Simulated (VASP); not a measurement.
# ZnS (F-43m) in VASP: dielectric tensor with r2SCAN

Aim: the dielectric tensor of ZnS with r2SCAN.

Program: VASP 6.6.1. These are calculated values, not measurements. Logs are shortened: lines on timing, memory, paths and dates and some standing lists are left out, and cuts for length are marked.

## 1. The cell of the first run

The structure is cubic, space group F-43m (No. 216). Conventional cell: a = 5.388 Å, b = 5.388 Å, c = 5.388 Å, α = 90.00°, β = 90.00°, γ = 90.00°. Zn (site symmetry -43m) has 4 S at 2.33 Å within 3.1 Å. S (site symmetry -43m) has 4 Zn at 2.33 Å within 3.1 Å.

## 2. Dielectric tensor, r2SCAN

Input file INCAR:

```
SYSTEM = ZnS
ALGO     = Normal         ! electronic algorithm
EDIFF    = 1E-8           ! SCF threshold, eV
ENCUT    = 520            ! plane-wave cutoff, eV
ISIF     = 2              ! what is computed and relaxed
ISMEAR   = 0              ! smearing method
LASPH    = .True.         ! aspherical terms in the spheres
LCALCEPS = .True.       
LCHARG   = .False.        ! write CHGCAR
LMIXTAU  = .True.       
LREAL    = .False.        ! projectors in reciprocal space
LWAVE    = .False.        ! write WAVECAR
METAGGA  = R2SCAN         ! meta-GGA
NELM     = 100            ! most SCF steps
PREC     = Accurate       ! precision mode
SIGMA    = 0.01           ! smearing width, eV
```

Input file KPOINTS:

```
k-points
0
Gamma
  6 6 6
  0 0 0
```

Input file POSCAR:

```
ZnS
1.0
    0.0000000000      2.6940858329      2.6940858329
    2.6940858329      0.0000000000      2.6940858329
    2.6940858329      2.6940858329      0.0000000000
Zn S
1 1
Direct
    0.0000000000      0.0000000000      0.0000000000
    0.2500000000      0.2500000000      0.2500000000
```

Potentials or basis: VASP PAW PBE potentials, release 64 (Zn, S).

Run with:

```
$ cat potpaw_PBE.64/Zn/POTCAR potpaw_PBE.64/S/POTCAR > POTCAR
$ mpirun -np 1 vasp_std > vasp.out
```

OUTCAR:

```text
SYSTEM = ZnS
   EDIFF = 1E-8
   ENCUT = 520
   ISIF = 2
   ISMEAR = 0
   LASPH = .True.
   LREAL = .False.
   METAGGA = R2SCAN
   NELM = 100
   PREC = Accurate

 ion  position               nearest neighbor table
   1  0.000  0.000  0.000-   2 2.33   2 2.33   2 2.33   2 2.33
   2  0.250  0.250  0.250-   1 2.33   1 2.33   1 2.33   1 2.33

  LATTYP: Found a face centered cubic cell.
 ALAT       =     5.3881716658

  Lattice vectors:

 A1 = (   0.0000000000,   2.6940858329,   2.6940858329)
 A2 = (   2.6940858329,   0.0000000000,   2.6940858329)
 A3 = (   2.6940858329,   2.6940858329,   0.0000000000)

Analysis of symmetry for initial positions (statically):
=====================================================================
 Subroutine PRICEL returns:
 Original cell was already a primitive cell.

 Routine SETGRP: Setting up the symmetry group for a
 face centered cubic supercell.

 Subroutine GETGRP returns: Found 24 space group operations
 (whereof 24 operations were pure point group operations)
 out of a pool of 48 trial point group operations.

The static configuration has the point symmetry T_d .

Analysis of symmetry for dynamics (positions and initial velocities):
=====================================================================
 Subroutine PRICEL returns:
 Original cell was already a primitive cell.

 Routine SETGRP: Setting up the symmetry group for a
 face centered cubic supercell.

 Subroutine GETGRP returns: Found 24 space group operations
 (whereof 24 operations were pure point group operations)
 out of a pool of 48 trial point group operations.

The dynamic configuration has the point symmetry T_d .

 Subroutine INISYM returns: Found 24 space group operations
 (whereof 24 operations are pure point group operations),
 and found     1 'primitive' translations

----------------------------------------------------------------------------------------

                                     Primitive cell

  volume of cell :      39.1079

  direct lattice vectors                    reciprocal lattice vectors
     0.000000000  2.694085833  2.694085833    -0.185591711  0.185591711  0.185591711
     2.694085833  0.000000000  2.694085833     0.185591711 -0.185591711  0.185591711
     2.694085833  2.694085833  0.000000000     0.185591711  0.185591711 -0.185591711

  length of vectors
     3.810012723  3.810012723  3.810012723     0.321454273  0.321454273  0.321454273

  position of ions in fractional coordinates (direct lattice)
     0.000000000  0.000000000  0.000000000
     0.250000000  0.250000000  0.250000000

  ion indices of the primitive-cell ions
   primitive index   ion index
                 1           1
                 2           2

----------------------------------------------------------------------------------------

 KPOINTS: k-points

Automatic generation of k-mesh.
 Grid dimensions read from file:
 generate k-points for:    6    6    6

 Generating k-lattice:

  Cartesian coordinates                     Fractional coordinates (reciprocal lattice)
    -0.030931952  0.030931952  0.030931952     0.166666667  0.000000000  0.000000000
     0.030931952 -0.030931952  0.030931952     0.000000000  0.166666667  0.000000000
     0.030931952  0.030931952 -0.030931952     0.000000000  0.000000000  0.166666667

  Length of vectors
     0.053575712  0.053575712  0.053575712

  Shift w.r.t. Gamma in fractional coordinates (k-lattice)
     0.000000000  0.000000000  0.000000000

 Subroutine IBZKPT returns following result:
 ===========================================

 Found     16 irreducible k-points:

 Following reciprocal coordinates:
            Coordinates               Weight
  0.000000  0.000000  0.000000      1.000000
  0.166667  0.000000  0.000000      8.000000
  0.333333  0.000000  0.000000      8.000000
  0.500000  0.000000  0.000000      4.000000
  0.166667  0.166667  0.000000      6.000000
  0.333333  0.166667  0.000000     24.000000
[... 8 lines left out ...]
 -0.333333  0.333333  0.166667     24.000000
 -0.333333  0.500000  0.166667     12.000000
   k-points           NKPTS =     16   k-points in BZ     NKDIM =     16   number of bands    NBANDS=     13
   number of dos      NEDOS =    301   number of ions     NIONS =      2
   total plane-waves  NPLWV =  21952
   dimension x,y,z NGX =    28 NGY =   28 NGZ =   28
   dimension x,y,z NGXF=    56 NGYF=   56 NGZF=   56
   ions per type =               1   1
   NGX,Y,Z   is equivalent  to a cutoff of  12.22, 12.22, 12.22 a.u.
   NGXF,Y,Z  is equivalent  to a cutoff of  24.44, 24.44, 24.44 a.u.
 SYSTEM =  ZnS
   PREC   = accura    normal or accurate (medium, high low for compatibility)
   ISTART =      0    job   : 0-new  1-cont  2-samecut
   ICHARG =      2    charge: 1-file 2-atom 10-const
   ISPIN  =      1    spin polarized calculation?
   LNONCOLLINEAR =      F non collinear calculations
   LSORBIT =      F    spin-orbit coupling
   LASPH  =      T    aspherical Exc in radial PAW
   ENCUT  =  520.0 eV  38.22 Ry    6.18 a.u.   7.08  7.08  7.08*2*pi/ulx,y,z
   NELM   =    100;   NELMIN=  2; NELMDL= -5     # of ELM steps
   EDIFF  = 0.1E-07   stopping-criterion for ELM
   LREAL  =      F    real-space projection
   EDIFFG = 0.1E-06   stopping-criterion for IOM
   NSW    =      0    number of steps for IOM
   IBRION =     -1    ionic relax: 0-MD 1-quasi-New 2-CG
   NFREE  =      0    steps in history (QN), initial steepest desc. (CG)
   ISIF   =      2    stress and relaxation
   ISYM   =      2    0-nonsym 1-usesym 2-fastsym
   POTIM  = 0.5000    time-step for ionic-motion
   TEBEG  =    0.0;   TEEND  =   0.0 temperature during run
   PSTRESS=    0.0 pullay stress
   NELECT =      18.0000    total number of electrons
   NUPDOWN=      -1.0000    fix difference up-down
   EMIN   =  10.00;   EMAX   =-10.00  energy-range for DOS
   EFERMI =   0.00;   METHOD = LEGACY
   ISMEAR =     0;   SIGMA  =   0.01  broadening in eV -4-tet -1-fermi 0-gaus
   EFERMI_NEDOS =   21; number of points for ismear=-14 and -15
   IALGO  =     38    algorithm
   IMIX   =      4    mixing-type and parameters
     AMIX     =   0.40;   BMIX     =  1.00
     AMIX_MAG =   1.60;   BMIX_MAG =  1.00
  volume/ion in A,a.u.               =      19.55       131.96
  Fermi-wavevector in a.u.,A,eV,Ry     =   1.263992  2.388598 21.737690  1.597675
  Thomas-Fermi vector in A             =   2.397320
   LORBIT       =      0    0 simple, 1 ext, 2 COOP (PROOUT), +10 PAW based schemes
   METAGGA = R2SCAN    functional components
   LHFCALC =     F    Hartree Fock is set to
   AEXX    =    0.0000 exact exchange contribution
   IVDW    =     0    specifies the selected vdW correction
   LEPSILON=     F    determine dielectric tensor
   LRPA    =     F    only Hartree local field effects (RPA)
   LRPA       =     F
 non-spin polarized calculation
 Gauss-broadening in eV      SIGMA  =   0.01
  energy-cutoff  :      520.00
  volume of cell :       39.11
 maximum number of plane-waves:      1067
   NGX = 15   NGY = 15   NGZ = 15

 number of electron      18.0000006 magnetization

 Free energy of the ion-electron system (eV)
  ---------------------------------------------------
  ext. energy  EPLUGINS =         0.00000000
  ---------------------------------------------------
  free energy    TOTEN  =       -18.86398725 eV

  energy without entropy =      -18.86398725  energy(sigma->0) =      -18.86398725

 E-fermi :   1.9603     XC(G=0): -10.3281

 val. band max:        1.9156594622   @ k =   0.0000   0.0000   0.0000
 cond. band min:   10000.0000000000   @ k =   0.0000   0.0000   0.0000
 fundamental gap:   9998.0843405378
 Fermi energy:         1.9603104731

 k-point     1 :       0.0000    0.0000    0.0000
  band No.  band energies     occupation
      1     -11.8231      2.00000
      2      -4.6212      2.00000
      3      -4.6207      2.00000
      4      -4.6202      2.00000
      5      -4.0636      2.00000
      6      -4.0636      2.00000
      7       1.9155      2.00000
      8       1.9156      2.00000
      9       1.9157      2.00000
     10   10000.0000      0.00000
     11   10000.0000      0.00000
     12   10000.0000      0.00000
     13   10000.0000      0.00000

 k-point     2 :       0.1667    0.0000    0.0000
  band No.  band energies     occupation
      1     -11.6128      2.00000
      2      -4.6105      2.00000
      3      -4.5828      2.00000
      4      -4.5822      2.00000
      5      -4.0655      2.00000
      6      -4.0654      2.00000
      7       0.2383      2.00000
      8       1.6609      2.00000
      9       1.6610      2.00000
     10   10000.0000      0.00000
     11   10000.0000      0.00000
     12   10000.0000      0.00000
     13   10000.0000      0.00000

 k-point     3 :       0.3333    0.0000    0.0000
  band No.  band energies     occupation
      1     -11.1365      2.00000
      2      -4.5177      2.00000
      3      -4.5174      2.00000
      4      -4.4406      2.00000
      5      -4.0522      2.00000
      6      -4.0518      2.00000
      7      -2.0612      2.00000
      8       1.2157      2.00000
      9       1.2157      2.00000
     10   10000.0000      0.00000
     11   10000.0000      0.00000
     12   10000.0000      0.00000
     13   10000.0000      0.00000
[... 305 lines left out ...]
 k-point    23 :       0.0000    0.1667    0.1667
  band No.  band energies     occupation
      1     -11.5425      2.00000
      2      -4.6495      2.00000
      3      -4.5475      2.00000
      4      -4.5475      2.00000
      5      -4.0910      2.00000
      6      -4.0437      2.00000
      7       0.3740      2.00000
      8       1.2220      2.00000
      9       1.2221      2.00000
     10   10000.0000      0.00000
     11   10000.0000      0.00000
     12   10000.0000      0.00000
     13   10000.0000      0.00000

 k-point    24 :       0.0000    0.3333    0.1667
  band No.  band energies     occupation
      1     -11.1505      2.00000
      2      -4.5992      2.00000
      3      -4.4707      2.00000
      4      -4.4542      2.00000
      5      -4.0843      2.00000
      6      -4.0270      2.00000
      7      -1.3569      2.00000
      8       0.6690      2.00000
      9       0.7224      2.00000
     10   10000.0000      0.00000
     11   10000.0000      0.00000
     12   10000.0000      0.00000
     13   10000.0000      0.00000

 [... further k-points ...]

------------------------ aborting loop because EDIFF is reached ----------------------------------------

            Ionic dipole moment: p[ion]=(     8.08226     8.08226     8.08226 ) |e| Angst

 Total electronic dipole moment: p[elc]=(     0.00444     0.00444     0.01382 ) |e| Angst

 MACROSCOPIC STATIC DIELECTRIC TENSOR (including local field effects)
 ------------------------------------------------------
           5.340230     0.000000    -0.000000
           0.000000     5.340230     0.000000
          -0.000000     0.000000     5.340230
 ------------------------------------------------------

 PIEZOELECTRIC TENSOR (including local field effects) (e Angst)
          XX          YY          ZZ          XY          YZ          ZX
  --------------------------------------------------------------------------------
  x     0.00000    -0.00000    -0.00000    -0.00000    -1.60863     0.00000
  y    -0.00000     0.00000    -0.00000    -0.00000    -0.00000    -1.60863
  z     0.00000     0.00000     0.00000    -1.60863    -0.00000    -0.00000

 PIEZOELECTRIC TENSOR (including local field effects) (C/m^2)
          XX          YY          ZZ          XY          YZ          ZX
  --------------------------------------------------------------------------------
  x     0.00000    -0.00000    -0.00000    -0.00000    -0.65903     0.00000
  y    -0.00000     0.00000    -0.00000    -0.00000    -0.00000    -0.65903
  z     0.00000     0.00000     0.00000    -0.65903    -0.00000    -0.00000

 BORN EFFECTIVE CHARGES (including local field effects) (in |e|, cummulative output)
 ---------------------------------------------------------------------------------
 ion    1
    1     1.98907     0.00000    -0.00000
    2    -0.00000     1.98907    -0.00000
    3     0.00000    -0.00000     1.98907
 ion    2
    1    -1.98907    -0.00000     0.00000
    2    -0.00000    -1.98907    -0.00000
    3     0.00000     0.00000    -1.98907

  FORCE on cell =-STRESS in cart. coord.  units (eV):
  Direction    XX          YY          ZZ          XY          YZ          ZX
  --------------------------------------------------------------------------------------
  -------------------------------------------------------------------------------------
  Total        0.0215993      0.0215993      0.0215993      0.0000000      0.0000000      0.0000000
  in kB        0.8848848      0.8848848      0.8848848      0.0000000      0.0000000      0.0000000
  external PRESSURE =       0.8848848 kB  Pullay stress =       0.0000000 kB

 VOLUME and BASIS-vectors are now :
 -----------------------------------------------------------------------------
  energy-cutoff  :      520.00
  volume of cell :       39.11
      direct lattice vectors                 reciprocal lattice vectors
     0.000000000  2.694085833  2.694085833    -0.185591711  0.185591711  0.185591711
     2.694085833  0.000000000  2.694085833     0.185591711 -0.185591711  0.185591711
     2.694085833  2.694085833  0.000000000     0.185591711  0.185591711 -0.185591711

 POSITION                                       TOTAL-FORCE (eV/Angst)
 -----------------------------------------------------------------------------------
      0.00000      0.00000      0.00000         0.000000     -0.000000      0.000000
      1.34704      1.34704      1.34704        -0.000000      0.000000     -0.000000
 -----------------------------------------------------------------------------------
    total drift:                                0.000011      0.000011      0.000011

  FREE ENERGIE OF THE ION-ELECTRON SYSTEM (eV)
  ---------------------------------------------------
  free  energy   TOTEN  =       -18.8639872471 eV

  energy  without entropy=      -18.8639872471  energy(sigma->0) =      -18.86398725
```

Run time: 19 min. Hardware: 1 thread of Intel Xeon Platinum 8375C at 2.90GHz (Ice Lake), shared host; peak memory 0.28 GiB.

Results:

- Band gap on the k mesh: 2.72 eV
- Electronic dielectric tensor (diagonal): 5.34
- Born charges (mean of the diagonal): Zn +1.99; S -1.99 e

Electronic dielectric tensor:
```
5.34 0.00 0.00
0.00 5.34 0.00
0.00 0.00 5.34
```

Born effective charge tensors (e):
atom 1, Zn
```
1.99 0.00 0.00
0.00 1.99 0.00
0.00 0.00 1.99
```
atom 2, S
```
-1.99  0.00  0.00
 0.00 -1.99  0.00
 0.00  0.00 -1.99
```

Dipole moments of the cell (e·Å, modulo the quantum): ionic 8.082, 8.082, 8.082; electronic 0.004, 0.004, 0.014

Caveat: the PAW data sets were made with another functional, which shifts forces and pressure a little.
